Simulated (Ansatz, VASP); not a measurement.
# One calculation of Br, two programs

INCAR

```
  PREC = Accurate
  ENCUT = 520
  EDIFF = 1E-7
  ISMEAR = -1
  SIGMA = 0.05
  LREAL = False
  LASPH = True
  NELM = 100
  ALGO = Normal
  ISIF = 2
  LWAVE = False
  LCHARG = False
  GGA = PE
  NBANDS = 14
```

File KPOINTS:

```
regular mesh
0
Gamma
  14 14 8
```

File POSCAR:

```
Br
1.0
    3.5920633964      0.0000000000      0.0000000000
   -1.7960316982      3.1108181533      0.0000000000
    0.0000000000      0.0000000000      4.3157169309
Br
2
Direct
    0.3333333333      0.6666666667      0.2500000000
    0.6666666667      0.3333333333      0.7500000000
```

Input for Ansatz:

```yaml
crystal:
  lattice:
    - [3.5920633964, 0.0, 0.0]
    - [-1.7960316982, 3.1108181533, 0.0]
    - [0.0, 0.0, 4.3157169309]
  atoms:
    - { symbol: Br, position: [0.3333333333, 0.6666666667, 0.25] }
    - { symbol: Br, position: [0.6666666667, 0.3333333333, 0.75] }
kpoints:
  mp_grid: { grid: [14, 14, 8] }
scf:
  occupations: { method: fermi_dirac, width: 0.05 }
hamiltonian:
  xc: pbe
  pseudopotentials: { kind: paw }
output:
  forces: true
  stress: true
  eigenvalues: true
  populations: true
```

Change from the starting cell: volume scaled by 0.84, PAW files.

Alike in both runs: task single point; functional PBE; k mesh 14 × 14 × 8; occupations fermi-dirac, width 0.05 eV; no spin polarisation.

|  | VASP | Ansatz |
| --- | --- | --- |
| version | VASP 6.6.1 | Ansatz 0.2.0 |
| potentials or method | VASP PAW PBE potentials, release 64 (Br) | PAW with Ansatz's default frozen-core files, scalar-relativistic |
| plane-wave cutoff (eV) | 520 | 420 |
| valence electrons in the cell | 14 | 14 |

|  | VASP | Ansatz | Ansatz less VASP |
| --- | --- | --- | --- |
| pressure (GPa) | 5.9 | 5.9 | -0.01 |
